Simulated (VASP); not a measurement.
Crystal: SrO.

```xyz
2
Lattice="0.0000 2.5799 2.5799 2.5799 0.0000 2.5799 2.5799 2.5799 0.0000" Properties=species:S:1:pos:R:3 pbc="T T T"
Sr    0.0000    0.0000    0.0000
O     2.5799    2.5799    2.5799
```

Base run:

- Program: VASP 6.6.1
- Functional: PBE0
- Potentials or basis: VASP PAW PBE potentials, release 64 (Sr_sv, O)
- Cutoff: 520 eV
- k mesh: 6 × 6 × 6
- Occupations: gaussian, width 0.01 eV
- Spin: no spin polarisation

Its results: band gap on the k mesh 5.49 eV, indirect (least direct gap 5.60 eV); pressure 0.1 GPa.

The run is repeated on the same cell with these changes: functional from PBE0 to r2SCANh. What comes out?

Band gap on the k mesh 4.56 eV, indirect (least direct gap 4.66 eV); pressure 0.0 GPa.

Caveats: the PAW data sets were made with another functional, which shifts forces and pressure a little.

A k mesh can miss the band edges.
